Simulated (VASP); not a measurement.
# As (Cmce) in VASP: settings compared

Aim: see how the results for As move with the level of theory and the settings. Levels: PBEsol, r2SCAN, LDA. Tasks: single point.

All numbers are computed with VASP 6.6.1; they aren't measurements. Logs are shortened: lines on timing, memory, paths and dates and some standing lists are left out, and cuts for length are marked.

### 1 The cell of the first run

The structure is orthorhombic, space group Cmce (No. 64). Conventional cell: a = 3.650 Å, b = 11.000 Å, c = 4.470 Å, α = 90.00°, β = 90.00°, γ = 90.00°. Within 3.4 Å of As (site symmetry m) lie 5 As at 2.48 to 3.32 Å.

### 2 Single point, PBEsol

Input file INCAR:

```
PREC = Accurate
ENCUT = 520
EDIFF = 1E-6
ISMEAR = -1
SIGMA = 0.03
LREAL = False
LASPH = True
NELM = 80
ALGO = Normal
ISIF = 2
LWAVE = False
LCHARG = True
GGA = PS
LELF = True
LVHAR = True
NBANDS = 18
```

Input file KPOINTS:

```
regular mesh
0
Gamma
  5 5 4
```

Input file POSCAR:

```
As
1.0
    1.8250000000     -5.5000000000      0.0000000000
    1.8250000000      5.5000000000      0.0000000000
    0.0000000000      0.0000000000      4.4700000000
As
4
Direct
    0.3900000000      0.6100000000      0.5600000000
    0.8900000000      0.1100000000      0.9400000000
    0.6100000000      0.3900000000      0.4400000000
    0.1100000000      0.8900000000      0.0600000000
```

Potentials or basis: VASP PAW PBE potentials, release 64 (As).

Run with:

```console
$ cat potpaw_PBE.64/As/POTCAR > POTCAR
$ mpirun -np 1 vasp_std > vasp.out
```

OUTCAR:

```text
PREC = Accurate
   ENCUT = 520
   EDIFF = 1E-6
   ISMEAR = -1
   LREAL = False
   LASPH = True
   NELM = 80
   ISIF = 2
   GGA = PS

 ion  position               nearest neighbor table
   1  0.390  0.610  0.560-   3 2.48   2 2.49   2 2.49
   2  0.890  0.110  0.940-   4 2.48   1 2.49   1 2.49
   3  0.610  0.390  0.440-   1 2.48   4 2.49   4 2.49
   4  0.110  0.890  0.060-   2 2.48   3 2.49   3 2.49

  LATTYP: Found a base centered orthorhombic cell.
 ALAT       =     3.6500000000
 B/A-ratio  =     3.0136986301
 C/A-ratio  =     1.2246575342

  Lattice vectors:

 A1 = (   1.8250000000,  -5.5000000000,   0.0000000000)
 A2 = (   1.8250000000,   5.5000000000,   0.0000000000)
 A3 = (   0.0000000000,   0.0000000000,   4.4700000000)

Analysis of symmetry for initial positions (statically):
=====================================================================
 Subroutine PRICEL returns:
 Original cell was already a primitive cell.

 Routine SETGRP: Setting up the symmetry group for a
 base centered orthorhombic supercell.

 Subroutine GETGRP returns: Found  8 space group operations
 (whereof  4 operations were pure point group operations)
 out of a pool of  8 trial point group operations.

The static configuration has the point symmetry C_2h.
 The point group associated with its full space group is D_2h.

Analysis of symmetry for dynamics (positions and initial velocities):
=====================================================================
 Subroutine PRICEL returns:
 Original cell was already a primitive cell.

 Routine SETGRP: Setting up the symmetry group for a
 base centered orthorhombic supercell.

 Subroutine GETGRP returns: Found  8 space group operations
 (whereof  4 operations were pure point group operations)
 out of a pool of  8 trial point group operations.

The dynamic configuration has the point symmetry C_2h.
 The point group associated with its full space group is D_2h.

 Subroutine INISYM returns: Found  8 space group operations
 (whereof  4 operations are pure point group operations),
 and found     1 'primitive' translations

----------------------------------------------------------------------------------------

                                     Primitive cell

  volume of cell :      89.7353

  direct lattice vectors                    reciprocal lattice vectors
     1.825000000 -5.500000000  0.000000000     0.273972603 -0.090909091  0.000000000
     1.825000000  5.500000000  0.000000000     0.273972603  0.090909091  0.000000000
     0.000000000  0.000000000  4.470000000     0.000000000  0.000000000  0.223713647

  length of vectors
     5.794879205  5.794879205  4.470000000     0.288661480  0.288661480  0.223713647

  position of ions in fractional coordinates (direct lattice)
     0.390000000  0.610000000  0.560000000
     0.890000000  0.110000000  0.940000000
     0.610000000  0.390000000  0.440000000
     0.110000000  0.890000000  0.060000000

  ion indices of the primitive-cell ions
   primitive index   ion index
                 1           1
                 2           2
                 3           3
                 4           4

----------------------------------------------------------------------------------------

 KPOINTS: regular mesh

Automatic generation of k-mesh.
 Grid dimensions read from file:
 generate k-points for:    5    5    4

 Generating k-lattice:

  Cartesian coordinates                     Fractional coordinates (reciprocal lattice)
     0.054794521 -0.018181818  0.000000000     0.200000000 -0.000000000  0.000000000
     0.054794521  0.018181818  0.000000000    -0.000000000  0.200000000  0.000000000
     0.000000000  0.000000000  0.055928412     0.000000000  0.000000000  0.250000000

  Length of vectors
     0.057732296  0.057732296  0.055928412

  Shift w.r.t. Gamma in fractional coordinates (k-lattice)
     0.000000000  0.000000000  0.000000000

 Subroutine IBZKPT returns following result:
 ===========================================

 Found     27 irreducible k-points:

 Following reciprocal coordinates:
            Coordinates               Weight
  0.000000  0.000000  0.000000      1.000000
  0.200000  0.000000  0.000000      4.000000
  0.400000 -0.000000  0.000000      4.000000
  0.200000  0.200000  0.000000      2.000000
  0.400000  0.200000  0.000000      4.000000
 -0.400000  0.200000  0.000000      4.000000
[... 16 lines left out ...]
  0.400000  0.200000  0.500000      4.000000
 -0.400000  0.200000  0.500000      4.000000
 [... further k-points ...]
   k-points           NKPTS =     27   k-points in BZ     NKDIM =     27   number of bands    NBANDS=     18
   number of dos      NEDOS =    301   number of ions     NIONS =      4
   total plane-waves  NPLWV =  82944
   dimension x,y,z NGX =    48 NGY =   48 NGZ =   36
   dimension x,y,z NGXF=    96 NGYF=   96 NGZF=   72
   ions per type =               4
   NGX,Y,Z   is equivalent  to a cutoff of  13.77, 13.77, 13.39 a.u.
[... 33 lines left out ...]
  Fermi-wavevector in a.u.,A,eV,Ry     =   0.992576  1.875697 13.404559  0.985207
  Thomas-Fermi vector in A             =   2.124398
   LORBIT       =      0    0 simple, 1 ext, 2 COOP (PROOUT), +10 PAW based schemes
   GGA     = PS    functional components
   LHFCALC =     F    Hartree Fock is set to
   AEXX    =    0.0000 exact exchange contribution
   IVDW    =     0    specifies the selected vdW correction
   LEPSILON=     F    determine dielectric tensor
   LRPA    =     F    only Hartree local field effects (RPA)
 non-spin polarized calculation
  energy-cutoff  :      520.00
  volume of cell :       89.74
 maximum number of plane-waves:      2436
 NGX is ok and might be reduce to    48
   NGX = 21   NGY = 21   NGZ = 17

 number of electron      20.0000001 magnetization

 Free energy of the ion-electron system (eV)
  ---------------------------------------------------
  ext. energy  EPLUGINS =         0.00000000
  ---------------------------------------------------
  free energy    TOTEN  =       -20.26636800 eV

  energy without entropy =      -20.26473960  energy(sigma->0) =      -20.26555380

 E-fermi :   4.6791     XC(G=0):  -9.9021

 val. band max:        4.6566285226   @ k =   0.4000   0.4000   0.0000
 cond. band min:       4.7042703518   @ k =  -0.4000   0.4000   0.0000
 fundamental gap:      0.0476418292
 Fermi energy:         4.6790848619

 k-point     1 :       0.0000    0.0000    0.0000
  band No.  band energies     occupation
      1     -10.1121      2.00000
      2      -7.3296      2.00000
      3      -4.7037      2.00000
      4      -1.4030      2.00000
      5      -1.3231      2.00000
      6       0.3485      2.00000
[... 10 lines left out ...]
     17      11.6961      0.00000
     18      11.8429      0.00000

 k-point     2 :       0.2000    0.0000    0.0000
  band No.  band energies     occupation
      1      -9.6915      2.00000
      2      -6.9976      2.00000
      3      -5.1883      2.00000
      4      -2.3842      2.00000
      5      -0.9185      2.00000
      6       0.7475      2.00000
[... 10 lines left out ...]
     17      10.2463      0.00000
     18      11.5558      0.00000

 k-point     3 :       0.4000   -0.0000    0.0000
  band No.  band energies     occupation
      1      -8.4811      2.00000
      2      -6.7256      2.00000
      3      -5.9966      2.00000
      4      -4.3618      2.00000
      5       0.3686      2.00000
      6       0.7228      2.00000
[... 10 lines left out ...]
     17      11.9525      0.00000
     18      12.1307      0.00000

 k-point     4 :       0.2000    0.2000    0.0000
  band No.  band energies     occupation
      1      -8.5714      2.00000
      2      -6.6429      2.00000
      3      -5.7436      2.00000
      4      -4.5608      2.00000
      5      -0.0250      2.00000
      6       0.7250      2.00000
[... 375 lines left out ...]
      4      -4.8200      2.00000
      5      -0.6657      2.00000
      6      -0.6657      2.00000
[... 10 lines left out ...]
     17      11.1268      0.00000
     18      11.1268      0.00000

 k-point    23 :       0.4000    0.2000    0.5000
  band No.  band energies     occupation
      1      -7.4404      2.00000
      2      -7.4404      2.00000
      3      -5.0719      2.00000
      4      -5.0719      2.00000
      5      -1.1447      2.00000
      6      -1.1447      2.00000
[... 10 lines left out ...]
     17      11.0575      0.00000
     18      11.0575      0.00000

 k-point    24 :      -0.4000    0.2000    0.5000
  band No.  band energies     occupation
      1      -8.3080      2.00000
      2      -8.3080      2.00000
      3      -4.7421      2.00000
      4      -4.7421      2.00000
      5       0.1539      2.00000
      6       0.1539      2.00000
[... 10 lines left out ...]
     17      11.3768      0.00000
     18      11.3768      0.00000

 [... further k-points ...]

------------------------ aborting loop because EDIFF is reached ----------------------------------------

  FORCE on cell =-STRESS in cart. coord.  units (eV):
  Direction    XX          YY          ZZ          XY          YZ          ZX
  --------------------------------------------------------------------------------------
  -------------------------------------------------------------------------------------
  Total        1.0356532      0.0389005     -0.9332712      0.0000000      0.0000000      0.0000000
  in kB       18.4910624      0.6945487    -16.6630842      0.0000000      0.0000000      0.0000000
  external PRESSURE =       0.8408423 kB  Pullay stress =       0.0000000 kB

 VOLUME and BASIS-vectors are now :
 -----------------------------------------------------------------------------
  energy-cutoff  :      520.00
  volume of cell :       89.74
      direct lattice vectors                 reciprocal lattice vectors
     1.825000000 -5.500000000  0.000000000     0.273972603 -0.090909091  0.000000000
     1.825000000  5.500000000  0.000000000     0.273972603  0.090909091  0.000000000
     0.000000000  0.000000000  4.470000000     0.000000000  0.000000000  0.223713647

 POSITION                                       TOTAL-FORCE (eV/Angst)
 -----------------------------------------------------------------------------------
      1.82500      1.21000      2.50320         0.000000      0.083624      0.029566
      1.82500     -4.29000      4.20180         0.000000      0.083624     -0.029566
      1.82500     -1.21000      1.96680         0.000000     -0.083624     -0.029566
      1.82500      4.29000      0.26820         0.000000     -0.083624      0.029566
 -----------------------------------------------------------------------------------
    total drift:                               -0.000000      0.000000     -0.000000

  FREE ENERGIE OF THE ION-ELECTRON SYSTEM (eV)
  ---------------------------------------------------
  free  energy   TOTEN  =       -20.2663680002 eV

  energy  without entropy=      -20.2647396000  energy(sigma->0) =      -20.26555380
```

It took 44 s on 1 thread of Intel Xeon Platinum 8375C at 2.90GHz (Ice Lake), shared host; peak memory 0.27 GiB.

Results:

```yaml
Free_energy: -20.2664 eV
Pressure: 0.1 GPa
Largest_force: 0.089 eV/Å
Band_gap_on_the_k_mesh: zero (bands 10 and 11 overlap by 0.05 eV)
```

Forces in eV/Å, atoms in the order of the input:
```
As   0.000  0.084  0.030
As   0.000  0.084 -0.030
As   0.000 -0.084 -0.030
As   0.000 -0.084  0.030
```

Stress tensor (GPa, compression positive):
```
 1.85  0.00  0.00
 0.00  0.07  0.00
 0.00  0.00 -1.67
```

Caveat: the k points lie up to 0.36 Å⁻¹ apart; the PAW data sets were made with another functional, which shifts forces and pressure a little.

### 3 Single point, r2SCAN

This run uses another cell than the first one, of 21.09 Å³/atom.

Input file POSCAR:

```
As
1.0
    1.7877446484     -5.3877235979      0.0000000000
    1.7877446484      5.3877235979      0.0000000000
    0.0000000000      0.0000000000      4.3787499060
As
4
Direct
    0.3900000000      0.6100000000      0.5600000000
    0.8900000000      0.1100000000      0.9400000000
    0.6100000000      0.3900000000      0.4400000000
    0.1100000000      0.8900000000      0.0600000000
```

Input file INCAR.step1:

```
PREC = Accurate ; ENCUT = 520
ISMEAR = -1 ; SIGMA = 0.05
LREAL = F ; LASPH = T
NELM = 100 ; NBANDS = 18
GGA = PE ; ALGO = Normal
EDIFF = 1E-4 ; LWAVE = T
LCHARG = F
```

Input file INCAR.step2:

```
PREC = Accurate ; ENCUT = 520
EDIFF = 1E-7 ; ISMEAR = -1
SIGMA = 0.05 ; LREAL = F
LASPH = T ; NELM = 100
ALGO = Normal ; ISIF = 2
LWAVE = F ; LCHARG = T
METAGGA = R2SCAN ; LMIXTAU = T
LELF = T ; LVHAR = T
NBANDS = 18 ; ISTART = 1
```

Input file KPOINTS:

```
regular mesh
0
Gamma
  8 8 6
```

Potentials or basis: VASP PAW PBE potentials, release 64 (As).

Run with:

```console
$ cat potpaw_PBE.64/As/POTCAR > POTCAR
$ cp INCAR.step1 INCAR
$ mpirun -np 1 vasp_std > vasp.out
$ cp INCAR.step2 INCAR
$ mpirun -np 1 vasp_std > vasp.out
```

Wall time 12 min (1 thread of Intel Xeon Platinum 8259CL at 2.50GHz (Skylake/Cascade Lake), shared host); peak memory 0.3 GiB.

Results (log left out):

| Quantity | Value |
| --- | --- |
| Free energy | -58.6132 eV |
| Pressure | 6.9 GPa |
| Largest force | 0.279 eV/Å |

Forces in eV/Å, atoms in the order of the input:
```
As   0.000  0.279  0.002
As   0.000  0.279 -0.002
As   0.000 -0.279 -0.002
As   0.000 -0.279  0.002
```

Stress tensor (GPa, compression positive):
```
8.14 0.00 0.00
0.00 6.46 0.00
0.00 0.00 5.97
```

Levels at points of the mesh, in eV from the Fermi level:
| k point | band 6 | band 7 | band 8 | band 9 | band 10 | band 11 | band 12 | band 13 | band 14 | band 15 |
| --- | --- | --- | --- | --- | --- | --- | --- | --- | --- | --- |
| (0.00, 0.00, 0.00) | -4.88 | -3.52 | -2.60 | -2.20 | -1.28 | 2.05 | 2.22 | 2.70 | 3.67 | 5.33 |
| (0.50, 0.00, 0.00) | -4.33 | -2.87 | -2.87 | -2.65 | -2.65 | 0.94 | 0.94 | 1.22 | 1.22 | 3.55 |
| (0.50, 0.50, 0.00) | -5.03 | -3.91 | -1.97 | -1.53 | -0.33 | 0.15 | 2.02 | 2.76 | 3.26 | 5.39 |
| (0.00, 0.00, 0.50) | -4.88 | -2.35 | -2.35 | -0.64 | -0.64 | 1.32 | 1.32 | 2.19 | 2.19 | 5.59 |
| (0.50, 0.00, 0.50) | -6.03 | -5.25 | -5.25 | -2.13 | -2.13 | 2.19 | 2.19 | 5.08 | 5.08 | 7.09 |
| (0.50, 0.50, 0.50) | -2.48 | -2.15 | -2.15 | -1.16 | -1.16 | 1.60 | 1.60 | 2.25 | 2.25 | 2.78 |

Caveat: the cell stands under pressure; the PAW data sets were made with another functional, which shifts forces and pressure a little.

### 4 Single point, r2SCAN

This run uses another cell than the first one, of 21.54 Å³/atom.

Input file POSCAR:

```
As
1.0
    1.8003348143     -5.4256665635      0.0000000000
    1.8003348143      5.4256665635      0.0000000000
    0.0000000000      0.0000000000      4.4095871889
As
4
Direct
    0.3900000000      0.6100000000      0.5600000000
    0.8900000000      0.1100000000      0.9400000000
    0.6100000000      0.3900000000      0.4400000000
    0.1100000000      0.8900000000      0.0600000000
```

Input file INCAR.step1:

```
SYSTEM = As
  PREC = Accurate
  ENCUT = 520
  ISMEAR = -1
  SIGMA = 0.05
  LREAL = .False.
  LASPH = .True.
  NELM = 80
  NBANDS = 18
  GGA = PE
  ALGO = Normal
  EDIFF = 1E-4
  LWAVE = .True.
  LCHARG = .False.
```

Input file INCAR.step2:

```
SYSTEM = As
  PREC = Accurate
  ENCUT = 520
  EDIFF = 1E-7
  ISMEAR = -1
  SIGMA = 0.05
  LREAL = .False.
  LASPH = .True.
  NELM = 80
  ALGO = Normal
  ISIF = 2
  LWAVE = .False.
  LCHARG = .False.
  METAGGA = R2SCAN
  LMIXTAU = .True.
  NBANDS = 18
  ISTART = 1
```

Input file KPOINTS:

```
Automatic mesh
0
Gamma
  8 8 6
  0 0 0
```

Run with:

```console
$ cat potpaw_PBE.64/As/POTCAR > POTCAR
$ cp INCAR.step1 INCAR
$ mpirun -np 1 vasp_std > vasp.out
$ cp INCAR.step2 INCAR
$ mpirun -np 1 vasp_std > vasp.out
```

Wall time 9.9 min (1 thread of Intel Xeon Platinum 8259CL at 2.50GHz (Skylake/Cascade Lake), shared host); peak memory 0.35 GiB.

It converged, with:

| Quantity | Value |
| --- | --- |
| Free energy | -58.6789 eV |
| Pressure | 4.9 GPa |
| Largest force | 0.178 eV/Å |

Forces in eV/Å, atoms in the order of the input:
```
As   0.000  0.134  0.117
As   0.000  0.134 -0.117
As   0.000 -0.134 -0.117
As   0.000 -0.134  0.117
```

Stress tensor (GPa, compression positive):
```
5.98 0.00 0.00
0.00 4.51 0.00
0.00 0.00 4.14
```

Levels at points of the mesh, in eV from the Fermi level:
| k point | band 8 | band 9 | band 10 | band 11 | band 12 | band 13 |
| --- | --- | --- | --- | --- | --- | --- |
| (0.00, 0.00, 0.00) | -2.53 | -2.15 | -1.25 | 2.06 | 2.24 | 2.69 |
| (0.50, 0.00, 0.00) | -2.82 | -2.60 | -2.60 | 0.96 | 0.96 | 1.22 |
| (0.50, 0.50, 0.00) | -1.92 | -1.50 | -0.30 | 0.12 | 2.08 | 2.70 |
| (0.00, 0.00, 0.50) | -2.30 | -0.65 | -0.65 | 1.27 | 1.27 | 2.18 |
| (0.50, 0.00, 0.50) | -5.12 | -2.09 | -2.09 | 2.20 | 2.20 | 4.99 |
| (0.50, 0.50, 0.50) | -2.12 | -1.15 | -1.15 | 1.61 | 1.61 | 2.15 |

Caveat: the cell stands under pressure; the PAW data sets were made with another functional, which shifts forces and pressure a little.

### 5 Single point, LDA

This run uses another cell than the first one, of 21.09 Å³/atom.

Input file INCAR:

```
ALGO = Normal ; EDIFF = 1E-7
ENCUT = 520 ; ISIF = 2
ISMEAR = -1 ; LASPH = True
LCHARG = False ; LREAL = False
LWAVE = False ; NBANDS = 18
NELM = 80 ; PREC = Accurate
SIGMA = 0.05
```

Input file KPOINTS:

```
k-points
0
Gamma
  8 8 6
```

Input file POSCAR:

```
As
1.0
    1.7877446484     -5.3877235979      0.0000000000
    1.7877446484      5.3877235979      0.0000000000
    0.0000000000      0.0000000000      4.3787499060
As
4
Direct
    0.3900000000      0.6100000000      0.5600000000
    0.8900000000      0.1100000000      0.9400000000
    0.6100000000      0.3900000000      0.4400000000
    0.1100000000      0.8900000000      0.0600000000
```

Potentials or basis: VASP PAW LDA potentials, release 64 (As).

Run with:

```console
$ cat potpaw_LDA.64/As/POTCAR > POTCAR
$ mpirun -np 1 vasp_std > vasp.out
```

Run time: 2.7 min. Hardware: 1 thread of Intel Xeon 8259CL, shared host; peak memory 0.25 GiB.

Results (log left out):

| Quantity | Value |
| --- | --- |
| Free energy | -21.2969 eV |
| Pressure | 3.4 GPa |
| Largest force | 0.493 eV/Å |
| Band gap on the k mesh | zero (bands 10 and 11 overlap by 0.11 eV) |

Forces on the atoms (eV/Å):
```
As   0.000  0.446 -0.209
As   0.000  0.446  0.209
As   0.000 -0.446  0.209
As   0.000 -0.446 -0.209
```

Stress tensor (GPa, compression positive):
```
4.52 0.00 0.00
0.00 3.54 0.00
0.00 0.00 2.07
```

Levels at points of the mesh, in eV from the Fermi level:
| k point | band 8 | band 9 | band 10 | band 11 | band 12 | band 13 |
| --- | --- | --- | --- | --- | --- | --- |
| (0.00, 0.00, 0.00) | -2.40 | -1.96 | -1.11 | 1.95 | 1.97 | 2.53 |
| (0.50, 0.00, 0.00) | -2.61 | -2.49 | -2.49 | 0.78 | 0.78 | 1.02 |
| (0.50, 0.50, 0.00) | -1.77 | -1.30 | -0.45 | 0.24 | 1.83 | 2.51 |
| (0.00, 0.00, 0.50) | -2.08 | -0.58 | -0.58 | 1.15 | 1.15 | 2.11 |
| (0.50, 0.00, 0.50) | -4.96 | -1.90 | -1.90 | 1.95 | 1.95 | 4.86 |
| (0.50, 0.50, 0.50) | -1.91 | -1.13 | -1.13 | 1.45 | 1.45 | 2.00 |

Caveat: the cell stands under pressure.

### 6 Summary

| level | potentials or basis | cell | k mesh | smearing | gap on the mesh (eV) | pressure (GPa) | largest force (eV/Å) |
| --- | --- | --- | --- | --- | --- | --- | --- |
| PBEsol | VASP PAW PBE potentials, release 64 (As) | a = 5.795, b = 5.795, c = 4.470 Å, angles 90.0, 90.0, 143.3°, 4 atoms | 5 × 5 × 4 | fermi-dirac 0.03 eV | none | 0.1 | 0.09 |
| r2SCAN | VASP PAW PBE potentials, release 64 (As) | a = 5.677, b = 5.677, c = 4.379 Å, angles 90.0, 90.0, 143.3°, 4 atoms | 8 × 8 × 6 | fermi-dirac 0.05 eV | - | 6.9 | 0.28 |
| r2SCAN | VASP PAW PBE potentials, release 64 (As) | a = 5.717, b = 5.717, c = 4.410 Å, angles 90.0, 90.0, 143.3°, 4 atoms | 8 × 8 × 6 | fermi-dirac 0.05 eV | - | 4.9 | 0.18 |
| LDA | VASP PAW LDA potentials, release 64 (As) | a = 5.677, b = 5.677, c = 4.379 Å, angles 90.0, 90.0, 143.3°, 4 atoms | 8 × 8 × 6 | fermi-dirac 0.05 eV | none | 3.4 | 0.49 |

Alike in all rows: task single point; no spin polarisation; cutoff (eV) 520.

Caveats: some runs use coarse meshes; the PAW data sets were made with another functional, which shifts forces and pressure a little (at least some runs); the cell stands under pressure (at least some runs).

Absolute energies hang on the potentials; compare differences alone.
